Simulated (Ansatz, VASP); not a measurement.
# MoS2: VASP beside Ansatz

Contents of POSCAR:

```
MoS2
1.0
    3.3158738174      0.0000000000      0.0000000000
   -1.6579369087      2.8716309616      0.0000000000
    0.0000000000      0.0000000000      6.7237732086
Mo S
1 2
Direct
    0.0000000000      0.0000000000      0.0000000000
    0.3333333333      0.6666666667      0.2250360455
    0.3333333333      0.6666666667      0.7749639545
```

Contents of INCAR.step1:

```
  ALGO = Normal
  EDIFF = 1E-4
  ENCUT = 520
  GGA = PE
  ISMEAR = 0
  LASPH = True
  LCHARG = False
  LREAL = False
  LWAVE = True
  NBANDS = 20
  NELM = 80
  PREC = Accurate
  SIGMA = 0.01
```

Contents of INCAR.step2:

```
  ALGO = Normal
  EDIFF = 1E-7
  ENCUT = 520
  ISIF = 2
  ISMEAR = 0
  ISTART = 1
  LASPH = True
  LCHARG = False
  LMIXTAU = True
  LREAL = False
  LWAVE = False
  METAGGA = R2SCAN
  NBANDS = 20
  NELM = 80
  PREC = Accurate
  SIGMA = 0.01
```

Contents of KPOINTS:

```
k-points
0
Gamma
  12 12 4
```

Input for Ansatz:

```yaml
crystal:
  lattice:
    - [3.3158738174, 0.0, 0.0]
    - [-1.6579369087, 2.8716309616, 0.0]
    - [0.0, 0.0, 6.7237732086]
  atoms:
    - { symbol: Mo, position: [0.0, 0.0, 0.0] }
    - { symbol: S, position: [0.3333333333, 0.6666666667, 0.2250360455] }
    - { symbol: S, position: [0.3333333333, 0.6666666667, 0.7749639545] }
kpoints:
  mp_grid: { grid: [12, 12, 4] }
  band_path:
    path:
      - [0.0, 0.0, 0.0]
      - [0.5, 0.0, 0.0]
      - [0.3333333333, 0.3333333333, 0.0]
      - [0.0, 0.0, 0.5]
      - [0.5, 0.0, 0.5]
      - [0.3333333333, 0.3333333333, 0.5]
    npoints: 1
hamiltonian:
  xc: r2scan
scf:
  occupations: { method: fixed }
  n_extra_bands: 4
output:
  forces: true
  stress: true
  eigenvalues: true
```

Change from the starting cell: epitaxial_xy strain +4.6%.

Alike in both runs: task single point; functional r2SCAN; k mesh 12 × 12 × 4; no spin polarisation.

```csv
,VASP,Ansatz
version,VASP 6.6.1,Ansatz 0.2.0
potentials or method,"VASP PAW PBE potentials, release 64 (Mo_sv, S)","plane waves, PAW"
plane-wave cutoff (eV),520,500
occupations,"gaussian, width 0.01 eV",fixed
valence electrons in the cell,26,26
```

|  | VASP | Ansatz | Ansatz less VASP |
| --- | --- | --- | --- |
| gap on the k mesh at the Fermi level (eV) | 0.42 | 0.41 | -0.015 |
| pressure (GPa) | -5.9 | -5.9 | -0.02 |
| traceless stress, the component that is largest in VASP (GPa) | 6.67 | 6.72 | +0.055 |
| rms of the force components (eV/Å) | 0.018 | 0.019 | +0.0007 |

VASP's potentials were made for PBE, not for r2SCAN. Atom by atom the forces differ by 0.001 eV/Å (rms over components).
